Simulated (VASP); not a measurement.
# Fe (Im-3m) in VASP: notebook, part 2 of 2

VASP 6.6.1. Earlier steps stand in the parts before.

**4. Single point, PBEsol, collinear spin, ferromagnetic start**

Input file INCAR:

```
SYSTEM = Fe
PREC     = Accurate       ! precision mode
ENCUT    = 600            ! plane-wave cutoff, eV
EDIFF    = 1E-6           ! SCF threshold, eV
ISMEAR   = -1             ! smearing method
SIGMA    = 5E-4           ! smearing width, eV
LREAL    = .FALSE.        ! projectors in reciprocal space
LASPH    = .TRUE.         ! aspherical terms in the spheres
NELM     = 200            ! most SCF steps
ALGO     = Normal         ! electronic algorithm
ISIF     = 2              ! what is computed and relaxed
LWAVE    = .FALSE.        ! write WAVECAR
LCHARG   = .FALSE.        ! write CHGCAR
ISPIN    = 2              ! spin polarisation
MAGMOM   = 4              ! initial moments
LORBIT   = 11             ! projections on sites
LMAXMIX  = 4              ! l up to which the mixer works
GGA      = PS             ! functional
NBANDS   = 14             ! bands
GGA_COMPAT= .FALSE.
```

Input file KPOINTS:

```
Automatic mesh
0
G
  13 13 13
  0 0 0
```

Input file POSCAR:

```
Fe
1.0
   -1.4314200000      1.4314200000      1.4314200000
    1.4314200000     -1.4314200000      1.4314200000
    1.4314200000      1.4314200000     -1.4314200000
Fe
1
Direct
    0.0000000000      0.0000000000      0.0000000000
```

Potentials or basis: VASP PAW PBE potentials, release 64 (Fe).

Started as:

```console
$ cat potpaw_PBE.64/Fe/POTCAR > POTCAR
$ mpirun -np 1 vasp_std > vasp.out
```

OUTCAR:

```text
SYSTEM = Fe
   PREC = Accurate
   ENCUT = 600
   EDIFF = 1E-6
   ISMEAR = -1
   LREAL = .FALSE.
   LASPH = .TRUE.
   NELM = 200
   ISIF = 2
   ISPIN = 2
   LORBIT = 11
   GGA = PS

 ion  position               nearest neighbor table
   1  0.000  0.000  0.000-

  LATTYP: Found a body centered cubic cell.
 ALAT       =     2.8628400000

  Lattice vectors:

 A1 = (  -1.4314200000,   1.4314200000,   1.4314200000)
 A2 = (   1.4314200000,  -1.4314200000,   1.4314200000)
 A3 = (   1.4314200000,   1.4314200000,  -1.4314200000)

Analysis of symmetry for initial positions (statically):
=====================================================================
 Subroutine PRICEL returns:
 Original cell was already a primitive cell.

 Routine SETGRP: Setting up the symmetry group for a
 body centered cubic supercell.

 Subroutine GETGRP returns: Found 48 space group operations
 (whereof 48 operations were pure point group operations)
 out of a pool of 48 trial point group operations.

The static configuration has the point symmetry O_h .

Analysis of symmetry for dynamics (positions and initial velocities):
[... 605 lines left out ...]
     13      37.6787      0.00000
     14      37.6787      0.00000
[... 379 lines left out ...]
      3       4.3098      1.00000
      4       6.7847      0.00000
      5       7.0802      0.00000
      6       7.4522      0.00000
      7      19.1915      0.00000
      8      22.8921      0.00000
      9      24.8826      0.00000
     10      31.7606      0.00000
     11      36.0993      0.00000
     12      38.0630      0.00000
     13      39.9778      0.00000
     14      43.4649      0.00000

 [... further k-points ...]

------------------------ aborting loop because EDIFF is reached ----------------------------------------

  FORCE on cell =-STRESS in cart. coord.  units (eV):
  Direction    XX          YY          ZZ          XY          YZ          ZX
  --------------------------------------------------------------------------------------
  -------------------------------------------------------------------------------------
  Total       -1.0679491     -1.0679491     -1.0679491     -0.0000000     -0.0000000      0.0000000
  in kB     -145.8478126   -145.8478126   -145.8478126     -0.0000000     -0.0000000      0.0000000
  external PRESSURE =    -145.8478126 kB  Pullay stress =       0.0000000 kB

 VOLUME and BASIS-vectors are now :
 -----------------------------------------------------------------------------
  energy-cutoff  :      600.00
  volume of cell :       11.73
      direct lattice vectors                 reciprocal lattice vectors
    -1.431420000  1.431420000  1.431420000     0.000000000  0.349303489  0.349303489
     1.431420000 -1.431420000  1.431420000     0.349303489  0.000000000  0.349303489
     1.431420000  1.431420000 -1.431420000     0.349303489  0.349303489  0.000000000

 POSITION                                       TOTAL-FORCE (eV/Angst)
 -----------------------------------------------------------------------------------
      0.00000      0.00000      0.00000        -0.000000      0.000000      0.000000
 -----------------------------------------------------------------------------------
    total drift:                                0.000000     -0.000000      0.000000

  FREE ENERGIE OF THE ION-ELECTRON SYSTEM (eV)
  ---------------------------------------------------
  free  energy   TOTEN  =        -8.8675515768 eV

  energy  without entropy=       -8.8675498041  energy(sigma->0) =       -8.86755069

 total charge

# of ion       s       p       d       tot
------------------------------------------
    1        0.477   0.517   6.214   7.207

 magnetization (x)

# of ion       s       p       d       tot
------------------------------------------
    1       -0.014  -0.054   2.302   2.234
```

stdout:

```text
POSCAR found type information on POSCAR Fe
 POSCAR found :  1 types and       1 ions
 scaLAPACK will be used
 -----------------------------------------------------------------------------
|                                                                             |
|                                                                             |
|     You enforced a specific xc type in the INCAR file but a different       |
|     I HOPE YOU KNOW WHAT YOU ARE DOING!                                     |
|                                                                             |
 -----------------------------------------------------------------------------

 LDA part: xc-table for (Slater+PW92), standard interpolation
 POSCAR, INCAR and KPOINTS ok, starting setup
 FFT: planning ... GRIDC
 FFT: planning ... GRID_SOFT
 FFT: planning ... GRID
 WAVECAR not read
 entering main loop
```

Run time: 14 s. Hardware: 1 thread of AMD EPYC 9R45 (Zen 5), shared host; peak memory 0.11 GiB.

What came out:

```yaml
Free_energy: -8.8676 eV
Pressure: -14.6 GPa
Net_moment: 2.24 μB per cell
Site_moments: Fe +2.23 μB
Valence_electrons_inside_the_program's_atomic_spheres: Fe 7.21
```

Levels at points of the mesh, in eV from the Fermi level:
Spin up:
```
           k point  band 1  band 2  band 3  band 4  band 5  band 6  band 7  band 8  band 9  band 10
(0.00, 0.00, 0.00)   -8.29   -2.24   -2.24   -2.24   -1.04   -1.04   24.65   24.65   24.65    29.55
```
Spin down:
```tsv
k point	band 1	band 2	band 3	band 4	band 5	band 6	band 7
(0.00, 0.00, 0.00)	-8.05	-0.26	-0.26	-0.26	1.65	1.65	24.53
```

Caveat: the PAW data sets were made with another functional, which shifts forces and pressure a little.

**5. Single point, PBEsol, collinear spin, ferromagnetic start**

Input file INCAR:

```
SYSTEM = Fe
ALGO = Normal ; EDIFF = 1E-6
ENCUT = 600 ; GGA = PS
GGA_COMPAT = .False. ; ISIF = 2
ISMEAR = -1 ; ISPIN = 2
LASPH = .True. ; LCHARG = .False.
LMAXMIX = 4 ; LORBIT = 11
LREAL = .False. ; LWAVE = .False.
MAGMOM = 4 ; NBANDS = 14
NELM = 200 ; PREC = Accurate
SIGMA = 0.01
```

Input file KPOINTS:

```
k-points
0
Gamma
  13 13 13
  0 0 0
```

POSCAR is that of step 4.

Potentials or basis: VASP PAW PBE potentials, release 64 (Fe).

Started as:

```console
$ cat potpaw_PBE.64/Fe/POTCAR > POTCAR
$ mpirun -np 1 vasp_std > vasp.out
```

OUTCAR:

```text
SYSTEM = Fe
   EDIFF = 1E-6
   ENCUT = 600
   GGA = PS
   ISIF = 2
   ISMEAR = -1
   ISPIN = 2
   LASPH = .True.
   LORBIT = 11
   LREAL = .False.
   NELM = 200
   PREC = Accurate

 ion  position               nearest neighbor table
   1  0.000  0.000  0.000-

  LATTYP: Found a body centered cubic cell.
 ALAT       =     2.8628400000

  Lattice vectors:
[... 1022 lines left out ...]

  FORCE on cell =-STRESS in cart. coord.  units (eV):
  Direction    XX          YY          ZZ          XY          YZ          ZX
  --------------------------------------------------------------------------------------
  -------------------------------------------------------------------------------------
  Total       -1.0913167     -1.0913167     -1.0913167      0.0000000      0.0000000      0.0000000
  in kB     -149.0390728   -149.0390728   -149.0390728      0.0000000      0.0000000      0.0000000
  external PRESSURE =    -149.0390728 kB  Pullay stress =       0.0000000 kB

 VOLUME and BASIS-vectors are now :
 -----------------------------------------------------------------------------
  energy-cutoff  :      600.00
  volume of cell :       11.73
      direct lattice vectors                 reciprocal lattice vectors
    -1.431420000  1.431420000  1.431420000     0.000000000  0.349303489  0.349303489
     1.431420000 -1.431420000  1.431420000     0.349303489  0.000000000  0.349303489
     1.431420000  1.431420000 -1.431420000     0.349303489  0.349303489  0.000000000

 POSITION                                       TOTAL-FORCE (eV/Angst)
 -----------------------------------------------------------------------------------
      0.00000      0.00000      0.00000         0.000000      0.000000     -0.000000
 -----------------------------------------------------------------------------------
    total drift:                                0.000000     -0.000000      0.000000

  FREE ENERGIE OF THE ION-ELECTRON SYSTEM (eV)
  ---------------------------------------------------
  free  energy   TOTEN  =        -8.8678252312 eV

  energy  without entropy=       -8.8673133865  energy(sigma->0) =       -8.86756931

 total charge

# of ion       s       p       d       tot
------------------------------------------
    1        0.476   0.516   6.215   7.207

 magnetization (x)

# of ion       s       p       d       tot
------------------------------------------
    1       -0.014  -0.055   2.279   2.210
```

Wall time 16 s (1 thread of AMD EPYC 9R45 (Zen 5), shared host); peak memory 0.11 GiB.

Results:

```
Free energy                                           : -8.8678 eV
Pressure                                              : -14.9 GPa
Net moment                                            : 2.21 μB per cell
Site moments                                          : Fe +2.21 μB
Valence electrons inside the program's atomic spheres : Fe 7.21
```

Levels at points of the mesh, in eV from the Fermi level:
Spin up:
```tsv
k point	band 2	band 3	band 4	band 5	band 6	band 7	band 8	band 9
(0.00, 0.00, 0.00)	-2.22	-2.22	-2.22	-1.03	-1.03	24.66	24.66	24.66
```
Spin down:
| k point | band 1 | band 2 | band 3 | band 4 | band 5 | band 6 | band 7 | band 8 |
| --- | --- | --- | --- | --- | --- | --- | --- | --- |
| (0.00, 0.00, 0.00) | -8.05 | -0.27 | -0.27 | -0.27 | 1.64 | 1.64 | 24.53 | 24.53 |

Caveat: the PAW data sets were made with another functional, which shifts forces and pressure a little.

**6. Summary**

| smearing | gap on the mesh (eV) | pressure (GPa) | moment (μB) |
| --- | --- | --- | --- |
| fermi-dirac 0.1 eV | none | -14.8 | 2.22 |
| fermi-dirac 0.0005 eV | none | -14.6 | 2.24 |
| fermi-dirac 0.01 eV | none | -14.9 | 2.21 |

Alike in all rows: task single point; level PBEsol; potentials or basis VASP PAW PBE potentials, release 64 (Fe); spin collinear, ferromagnetic start; cell as given; k mesh 13 × 13 × 13; cutoff (eV) 600.

Every run on the cell as given and a fine mesh finds a metal.

Caveats: the PAW data sets were made with another functional, which shifts forces and pressure a little.

Total energies depend on the potentials used, so only differences within one code and one set of settings carry meaning.
